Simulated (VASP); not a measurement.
Mo:

```
Mo
1.0
    -1.57342    1.57342    1.57342
     1.57342   -1.57342    1.57342
     1.57342    1.57342   -1.57342
Mo
1
Direct
  0.00000 0.00000 0.00000
```

| Item | Value |
| --- | --- |
| Program | VASP 6.6.1 |
| Task | relaxation of cell and atoms |
| Functional | PBEsol |
| Potentials or basis | VASP PAW PBE potentials, release 64 (Mo_sv) |
| Cutoff | 600 eV |
| k mesh | 16 × 16 × 16 |
| Occupations | fermi-dirac, width 0.08 eV |
| Spin | no spin polarisation |

At the start: pressure -4.1 GPa; volume 15.58 Å³/atom.

Q: Where does the relaxation end?

A: Over 7 steps the energy falls by 3.1 meV/atom and the volume is 15.34 Å³/atom (-1.5 %); space group Im-3m (No. 229, to 0.05 Å).

Step by step:
```tsv
step	energy change (eV)	largest force (eV/Å)	pressure (GPa)	volume (Å³)
1	0.0000	0.0000	-4.15	15.58
2	0.0232	0.0000	13.40	14.69
3	-0.0031	0.0000	-0.08	15.35
4	-0.0031	0.0000	-0.03	15.34
5	-0.0031	0.0000	0.09	15.34
6	-0.0031	0.0000	-0.15	15.35
7	-0.0031	0.0000	-0.01	15.34
```

Final structure:
```yaml
crystal:
  lattice:
    - [-1.56543, 1.56543, 1.56543]
    - [1.56543, -1.56543, 1.56543]
    - [1.56543, 1.56543, -1.56543]
  atoms:
    - { symbol: Mo, position: [0.00000, 0.00000, 0.00000] }
```

Caveat: the PAW data sets were made with another functional, which shifts forces and pressure a little.
